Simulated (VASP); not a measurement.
# SnO2 (P2/m) in VASP: further runs

SnO2 is run at these levels: LDA; tasks: single point.

All numbers are computed with VASP 6.6.1; they aren't measurements. Logs are shortened: lines on timing, memory, paths and dates and some standing lists are left out, and cuts for length are marked.

## (1) The cell of the first run

The typed cell holds 6 atoms: a = 4.726 Å, b = 4.729 Å, c = 3.190 Å, α = 90.00°, β = 90.00°, γ = 84.99°.

## (2) Single point, LDA (strain +0.0875 x Voigt [0, 0, 0, 0, 0, 1])

Input file INCAR:

```
SYSTEM = SnO2
PREC     = Accurate       ! precision mode
ENCUT    = 520            ! plane-wave cutoff, eV
EDIFF    = 1E-7           ! SCF threshold, eV
ISMEAR   = 0              ! smearing method
SIGMA    = 0.05           ! smearing width, eV
LREAL    = .False.        ! projectors in reciprocal space
LASPH    = .True.         ! aspherical terms in the spheres
NELM     = 60             ! most SCF steps
ALGO     = Normal         ! electronic algorithm
ISIF     = 2              ! what is computed and relaxed
LWAVE    = .False.        ! write WAVECAR
LCHARG   = .False.        ! write CHGCAR
NBANDS   = 35             ! bands
```

Input file KPOINTS:

```
Automatic mesh
0
Gamma
  6 6 8
  0 0 0
```

Input file POSCAR:

```
SnO2
1.0
    4.7212714757      0.2065556271      0.0000000000
    0.2066857838      4.7242464866      0.0000000000
    0.0000000000      0.0000000000      3.1900194031
Sn O
2 4
Direct
    0.5000000000      0.5000000000      0.5000000000
    0.0000000000      0.0000000000      0.0000000000
    0.3055669669      0.3065721211      0.0000000000
    0.8055669669      0.1934278789      0.5000000000
    0.1944330331      0.8065721211      0.5000000000
    0.6944330331      0.6934278789      0.0000000000
```

Potentials or basis: VASP PAW LDA potentials, release 64 (Sn_d, O).

Run with:

```
$ cat potpaw_LDA.64/Sn_d/POTCAR potpaw_LDA.64/O/POTCAR > POTCAR
$ mpirun -np 1 vasp_std > vasp.out
```

OUTCAR:

```text
SYSTEM = SnO2
   PREC = Accurate
   ENCUT = 520
   EDIFF = 1E-7
   ISMEAR = 0
   LREAL = .False.
   LASPH = .True.
   NELM = 60
   ISIF = 2

 ion  position               nearest neighbor table
   1  0.500  0.500  0.500-   4 1.95   5 1.95   3 2.09   6 2.09   3 2.09   6 2.09   2 3.57   2 3.57
                             2 3.57   2 3.57
   2  0.000  0.000  0.000-   4 2.02   5 2.02   4 2.02   5 2.02   3 2.13   6 2.13   1 3.57   1 3.57
                             1 3.57   1 3.57
   3  0.306  0.307  0.000-   1 2.09   1 2.09   2 2.13
   4  0.806  0.193  0.500-   1 1.95   2 2.02   2 2.02
   5  0.194  0.807  0.500-   1 1.95   2 2.02   2 2.02
   6  0.694  0.693  0.000-   1 2.09   1 2.09   2 2.13

  LATTYP: Found a simple monoclinic cell.
 ALAT       =     4.7257877200
 B/A-ratio  =     0.6750238462
 C/A-ratio  =     1.0006301292
 COS(beta)  =    -0.0873328395

  Lattice vectors:

 A1 = (   4.7212714757,   0.2065556271,   0.0000000000)
 A2 = (   0.0000000000,   0.0000000000,   3.1900194031)
 A3 = (  -0.2066857838,  -4.7242464866,   0.0000000000)

Analysis of symmetry for initial positions (statically):
=====================================================================
 Subroutine PRICEL returns:
 Original cell was already a primitive cell.

 Routine SETGRP: Setting up the symmetry group for a
 simple monoclinic supercell.

 Subroutine GETGRP returns: Found  4 space group operations
 (whereof  4 operations were pure point group operations)
 out of a pool of  4 trial point group operations.

The static configuration has the point symmetry C_2h.

Analysis of symmetry for dynamics (positions and initial velocities):
=====================================================================
 Subroutine PRICEL returns:
 Original cell was already a primitive cell.

 Routine SETGRP: Setting up the symmetry group for a
 simple monoclinic supercell.

 Subroutine GETGRP returns: Found  4 space group operations
 (whereof  4 operations were pure point group operations)
 out of a pool of  4 trial point group operations.

The dynamic configuration has the point symmetry C_2h.

 Subroutine INISYM returns: Found  4 space group operations
 (whereof  4 operations are pure point group operations),
 and found     1 'primitive' translations

----------------------------------------------------------------------------------------

                                     Primitive cell

  volume of cell :      71.0154

  direct lattice vectors                    reciprocal lattice vectors
     4.721271476  0.206555627  0.000000000     0.212213540 -0.009284342  0.000000000
     0.206685784  4.724246487  0.000000000    -0.009278496  0.212079902  0.000000000
     0.000000000  0.000000000  3.190019403     0.000000000  0.000000000  0.313477717

  length of vectors
     4.725787720  4.728765577  3.190019403     0.212416538  0.212282772  0.313477717

  position of ions in fractional coordinates (direct lattice)
     0.500000000  0.500000000  0.500000000
     0.000000000  0.000000000  0.000000000
     0.305566967  0.306572121  0.000000000
     0.805566967  0.193427879  0.500000000
     0.194433033  0.806572121  0.500000000
     0.694433033  0.693427879  0.000000000

  ion indices of the primitive-cell ions
   primitive index   ion index
                 1           1
                 2           2
                 3           3
                 4           4
                 5           5
                 6           6

----------------------------------------------------------------------------------------

 KPOINTS: Automatic mesh

Automatic generation of k-mesh.
 Grid dimensions read from file:
 generate k-points for:    6    6    8

 Generating k-lattice:

  Cartesian coordinates                     Fractional coordinates (reciprocal lattice)
     0.035368923 -0.001547390  0.000000000     0.166666667 -0.000000000  0.000000000
    -0.001546416  0.035346650  0.000000000    -0.000000000  0.166666667  0.000000000
     0.000000000  0.000000000  0.039184715     0.000000000  0.000000000  0.125000000

  Length of vectors
     0.035402756  0.035380462  0.039184715

  Shift w.r.t. Gamma in fractional coordinates (k-lattice)
     0.000000000  0.000000000  0.000000000

 Subroutine IBZKPT returns following result:
 ===========================================

 Found    100 irreducible k-points:

 Following reciprocal coordinates:
            Coordinates               Weight
  0.000000  0.000000  0.000000      1.000000
  0.166667 -0.000000  0.000000      2.000000
  0.333333 -0.000000  0.000000      2.000000
  0.500000 -0.000000  0.000000      1.000000
  0.000000  0.166667  0.000000      2.000000
  0.166667  0.166667  0.000000      2.000000
[... 16 lines left out ...]
  0.333333 -0.000000  0.125000      4.000000
  0.500000 -0.000000  0.125000      2.000000
 [... further k-points ...]
   k-points           NKPTS =    100   k-points in BZ     NKDIM =    100   number of bands    NBANDS=     35
   number of dos      NEDOS =    301   number of ions     NIONS =      6
   total plane-waves  NPLWV =  31104
   dimension x,y,z NGX =    36 NGY =   36 NGZ =   24
   dimension x,y,z NGXF=    72 NGYF=   72 NGZF=   48
   ions per type =               2   4
   NGX,Y,Z   is equivalent  to a cutoff of  12.66, 12.66, 12.51 a.u.
   NGXF,Y,Z  is equivalent  to a cutoff of  25.33, 25.31, 25.01 a.u.
 SYSTEM =  SnO2
   PREC   = accura    normal or accurate (medium, high low for compatibility)
   ISTART =      0    job   : 0-new  1-cont  2-samecut
   ICHARG =      2    charge: 1-file 2-atom 10-const
   ISPIN  =      1    spin polarized calculation?
   LNONCOLLINEAR =      F non collinear calculations
   LSORBIT =      F    spin-orbit coupling
   LASPH  =      T    aspherical Exc in radial PAW
   ENCUT  =  520.0 eV  38.22 Ry    6.18 a.u.   8.79  8.79  5.93*2*pi/ulx,y,z
   NELM   =     60;   NELMIN=  2; NELMDL= -5     # of ELM steps
   EDIFF  = 0.1E-06   stopping-criterion for ELM
   LREAL  =      F    real-space projection
   EDIFFG = 0.1E-05   stopping-criterion for IOM
   NSW    =      0    number of steps for IOM
   IBRION =     -1    ionic relax: 0-MD 1-quasi-New 2-CG
   NFREE  =      0    steps in history (QN), initial steepest desc. (CG)
   ISIF   =      2    stress and relaxation
   ISYM   =      2    0-nonsym 1-usesym 2-fastsym
   POTIM  = 0.5000    time-step for ionic-motion
   TEBEG  =    0.0;   TEEND  =   0.0 temperature during run
   PSTRESS=    0.0 pullay stress
   NELECT =      52.0000    total number of electrons
   NUPDOWN=      -1.0000    fix difference up-down
   EMIN   =  10.00;   EMAX   =-10.00  energy-range for DOS
   EFERMI =   0.00;   METHOD = LEGACY
   ISMEAR =     0;   SIGMA  =   0.05  broadening in eV -4-tet -1-fermi 0-gaus
   EFERMI_NEDOS =   21; number of points for ismear=-14 and -15
   IALGO  =     38    algorithm
   IMIX   =      4    mixing-type and parameters
     AMIX     =   0.40;   BMIX     =  1.00
     AMIX_MAG =   1.60;   BMIX_MAG =  1.00
  volume/ion in A,a.u.               =      11.84        79.87
  Fermi-wavevector in a.u.,A,eV,Ry     =   1.475565  2.788414 29.623858  2.177292
  Thomas-Fermi vector in A             =   2.590199
   LORBIT       =      0    0 simple, 1 ext, 2 COOP (PROOUT), +10 PAW based schemes
   GGA     = CA    functional components
   LHFCALC =     F    Hartree Fock is set to
   AEXX    =    0.0000 exact exchange contribution
   IVDW    =     0    specifies the selected vdW correction
   LEPSILON=     F    determine dielectric tensor
   LRPA    =     F    only Hartree local field effects (RPA)
 non-spin polarized calculation
 Gauss-broadening in eV      SIGMA  =   0.05
  energy-cutoff  :      520.00
  volume of cell :       71.02
 maximum number of plane-waves:      1934
   NGX = 17   NGY = 17   NGZ = 11

 number of electron      51.9999990 magnetization

 Free energy of the ion-electron system (eV)
  ---------------------------------------------------
  ext. energy  EPLUGINS =         0.00000000
  ---------------------------------------------------
  free energy    TOTEN  =       -41.91927475 eV

  energy without entropy =      -41.91927475  energy(sigma->0) =      -41.91927475

 E-fermi :   6.2113     XC(G=0): -11.8383

 val. band max:        5.9433263425   @ k =   0.0000   0.0000   0.0000
 cond. band min:       7.1327325931   @ k =   0.0000   0.0000   0.0000
 fundamental gap:      1.1894062506
 Fermi energy:         6.2112869669

 k-point     1 :       0.0000    0.0000    0.0000
  band No.  band energies     occupation
      1     -15.3277      2.00000
      2     -14.3366      2.00000
      3     -14.2667      2.00000
      4     -14.0870      2.00000
      5     -14.0309      2.00000
      6     -13.9247      2.00000
[... 27 lines left out ...]
     34      18.3944      0.00000
     35      18.4499      0.00000

 k-point     2 :       0.1667   -0.0000    0.0000
  band No.  band energies     occupation
      1     -15.2767      2.00000
      2     -14.3863      2.00000
      3     -14.2646      2.00000
      4     -14.1290      2.00000
      5     -14.0284      2.00000
      6     -13.9237      2.00000
[... 27 lines left out ...]
     34      18.2227      0.00000
     35      18.3741      0.00000

 k-point     3 :       0.3333   -0.0000    0.0000
  band No.  band energies     occupation
      1     -15.1372      2.00000
      2     -14.5614      2.00000
      3     -14.2605      2.00000
      4     -14.1765      2.00000
      5     -14.0233      2.00000
      6     -13.9215      2.00000
[... 27 lines left out ...]
     34      17.8628      0.00000
     35      18.3190      0.00000

 k-point     4 :       0.5000   -0.0000    0.0000
  band No.  band energies     occupation
      1     -15.0101      2.00000
      2     -14.7172      2.00000
      3     -14.2583      2.00000
      4     -14.1880      2.00000
      5     -14.0207      2.00000
      6     -13.9204      2.00000
[... 27 lines left out ...]
     34      18.1295      0.00000
     35      18.3940      0.00000

 k-point     5 :       0.0000    0.1667    0.0000
  band No.  band energies     occupation
      1     -15.2767      2.00000
      2     -14.3863      2.00000
      3     -14.2646      2.00000
      4     -14.1290      2.00000
      5     -14.0284      2.00000
      6     -13.9237      2.00000
[... 638 lines left out ...]
 k-point    22 :       0.1667   -0.0000    0.1250
  band No.  band energies     occupation
      1     -15.1927      2.00000
      2     -14.5010      2.00000
      3     -14.2718      2.00000
      4     -14.1213      2.00000
      5     -14.0246      2.00000
      6     -13.9426      2.00000
[... 27 lines left out ...]
     34      18.2330      0.00000
     35      18.3432      0.00000

 k-point    23 :       0.3333   -0.0000    0.1250
  band No.  band energies     occupation
      1     -15.0640      2.00000
      2     -14.6564      2.00000
      3     -14.2647      2.00000
      4     -14.1697      2.00000
      5     -14.0204      2.00000
      6     -13.9396      2.00000
[... 27 lines left out ...]
     34      17.9293      0.00000
     35      18.2971      0.00000

 k-point    24 :       0.5000   -0.0000    0.1250
  band No.  band energies     occupation
      1     -14.9057      2.00000
      2     -14.8319      2.00000
      3     -14.2612      2.00000
      4     -14.1864      2.00000
      5     -14.0183      2.00000
      6     -13.9381      2.00000
[... 27 lines left out ...]
     34      18.0620      0.00000
     35      18.4231      0.00000

 [... further k-points ...]

------------------------ aborting loop because EDIFF is reached ----------------------------------------

  FORCE on cell =-STRESS in cart. coord.  units (eV):
  Direction    XX          YY          ZZ          XY          YZ          ZX
  --------------------------------------------------------------------------------------
  -------------------------------------------------------------------------------------
  Total        1.4636179      1.4620069      1.2633295     -8.2347372      0.0000000      0.0000000
  in kB       33.0206422     32.9842956     28.5019409   -185.7836711      0.0000000      0.0000000
  external PRESSURE =      31.5022929 kB  Pullay stress =       0.0000000 kB

 VOLUME and BASIS-vectors are now :
 -----------------------------------------------------------------------------
  energy-cutoff  :      520.00
  volume of cell :       71.02
      direct lattice vectors                 reciprocal lattice vectors
     4.721271476  0.206555627  0.000000000     0.212213540 -0.009284342  0.000000000
     0.206685784  4.724246487  0.000000000    -0.009278496  0.212079902  0.000000000
     0.000000000  0.000000000  3.190019403     0.000000000  0.000000000  0.313477717

 POSITION                                       TOTAL-FORCE (eV/Angst)
 -----------------------------------------------------------------------------------
      2.46398      2.46540      1.59501         0.000000      0.000000      0.000000
      0.00000      0.00000      0.00000         0.000000      0.000000      0.000000
      1.50603      1.51144      0.00000        -0.123057     -0.128409      0.000000
      3.84328      1.08020      1.59501         0.343259     -0.346321      0.000000
      1.08468      3.85061      1.59501        -0.343259      0.346321      0.000000
      3.42193      3.41936      0.00000         0.123057      0.128409      0.000000
 -----------------------------------------------------------------------------------
    total drift:                                0.000000      0.000000      0.000000

  FREE ENERGIE OF THE ION-ELECTRON SYSTEM (eV)
  ---------------------------------------------------
  free  energy   TOTEN  =       -41.9192747548 eV

  energy  without entropy=      -41.9192747548  energy(sigma->0) =      -41.91927475
```

Wall time 80 s (1 thread of Intel Xeon 6975P-C (Granite Rapids), shared host); peak memory 0.28 GiB.

What came out:

```
Free energy            : -41.9193 eV
Pressure               : 3.2 GPa
Largest force          : 0.488 eV/Å
Band gap on the k mesh : 1.19 eV
```

Forces on the atoms (eV/Å):
```
Sn   0.000  0.000  0.000
Sn   0.000  0.000  0.000
O   -0.123 -0.128  0.000
O    0.343 -0.346  0.000
O   -0.343  0.346  0.000
O    0.123  0.128  0.000
```

Stress tensor (GPa, compression positive):
```
  3.30 -18.58   0.00
-18.58   3.30   0.00
  0.00   0.00   2.85
```

Levels at points of the mesh, in eV from the valence-band top:
| k point | band 24 | band 25 | band 26 | band 27 | band 28 | band 29 |
| --- | --- | --- | --- | --- | --- | --- |
| (0.00, 0.00, 0.00) | -0.83 | -0.49 | 0.00 | 1.19 | 5.84 | 6.00 |
| (0.50, 0.00, 0.00) | -0.87 | -0.62 | -0.55 | 4.04 | 4.68 | 6.65 |
| (0.00, 0.50, 0.00) | -0.87 | -0.62 | -0.56 | 4.05 | 4.68 | 6.67 |
| (0.50, 0.50, 0.00) | -1.40 | -0.95 | -0.39 | 4.44 | 5.10 | 7.24 |
| (0.00, 0.00, 0.50) | -1.90 | -1.47 | -0.66 | 5.93 | 6.28 | 9.28 |
| (0.50, 0.00, 0.50) | -0.82 | -0.70 | -0.63 | 6.13 | 6.69 | 7.25 |
| (0.00, 0.50, 0.50) | -0.83 | -0.70 | -0.63 | 6.13 | 6.68 | 7.24 |
| (0.50, 0.50, 0.50) | -1.10 | -0.85 | -0.35 | 4.46 | 5.08 | 8.17 |

Caveat: the cell differs from its parent crystal (strain +0.0875 x Voigt [0, 0, 0, 0, 0, 1]); the cell stands under pressure; spin-orbit coupling is left out, which moves the levels of the heavy elements.

(Continued in part 2 of 2.)
